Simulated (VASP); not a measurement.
**Tm: single point with PBE**

Crystal: Tm.

```
CELL_PARAMETERS angstrom
0.00000 2.47055 2.47055
2.47055 0.00000 2.47055
2.47055 2.47055 0.00000
ATOMIC_POSITIONS crystal
Tm 0.00000 0.00000 0.00000
```

* Program: VASP 6.6.1
* Task: single point
* Functional: PBE
* Potentials or basis: VASP PAW PBE potentials, release 64 (Tm)
* Cutoff: 520 eV
* k mesh: 8 × 8 × 8
* Occupations: gaussian, width 0.05 eV
* Spin: collinear spin, ferromagnetic start
* Starting moments: [2.0] μB
* Dipole correction: no
* Further INCAR settings: ALGO = Normal; EDIFF = 1e-06; NBANDS = 22

| Property | Result |
| --- | --- |
| Pressure | 0.7 GPa |
| Band gap on the k mesh | zero (filled and empty bands overlap) |
| Net moment | 1.02 μB per cell |
| Site moments | Tm +1.17 μB |
| Valence electrons inside the program's atomic spheres | Tm 21.08 |

Levels at points of the mesh, in eV from the Fermi level:
Spin up:
| k point | band 9 | band 10 | band 11 | band 12 | band 13 | band 14 | band 15 | band 16 |
| --- | --- | --- | --- | --- | --- | --- | --- | --- |
| (0.00, 0.00, 0.00) | -1.28 | -0.97 | -0.97 | -0.97 | 2.97 | 2.97 | 2.97 | 5.47 |
| (0.50, 0.00, 0.00) | -1.20 | -1.09 | -1.09 | -0.96 | 1.10 | 2.71 | 2.71 | 7.33 |
| (0.50, 0.50, 0.00) | -1.20 | -1.10 | -1.09 | -1.09 | -0.16 | 2.82 | 7.37 | 7.89 |
Spin down:
| k point | band 8 | band 9 | band 10 | band 11 | band 12 | band 13 | band 14 | band 15 |
| --- | --- | --- | --- | --- | --- | --- | --- | --- |
| (0.00, 0.00, 0.00) | -0.36 | -0.13 | -0.13 | -0.13 | -0.09 | 2.88 | 2.88 | 2.88 |
| (0.50, 0.00, 0.00) | -0.35 | -0.24 | -0.01 | -0.01 | 0.05 | 1.02 | 2.64 | 2.64 |
| (0.50, 0.50, 0.00) | -0.50 | -0.41 | -0.13 | -0.03 | -0.03 | 0.18 | 2.58 | 7.45 |

It took 2.3 min on 1 thread of Intel(R) Xeon(R) Platinum 8259CL CPU @ 2.50GHz (Skylake/Cascade Lake), with other jobs on the host, peak memory 0.2 GiB.

Caveat: the magnetic or orbital state may not be the lowest; spin-orbit coupling is left out, which moves the levels of the heavy elements. The state reached can hang on the start; a lower one may exist.
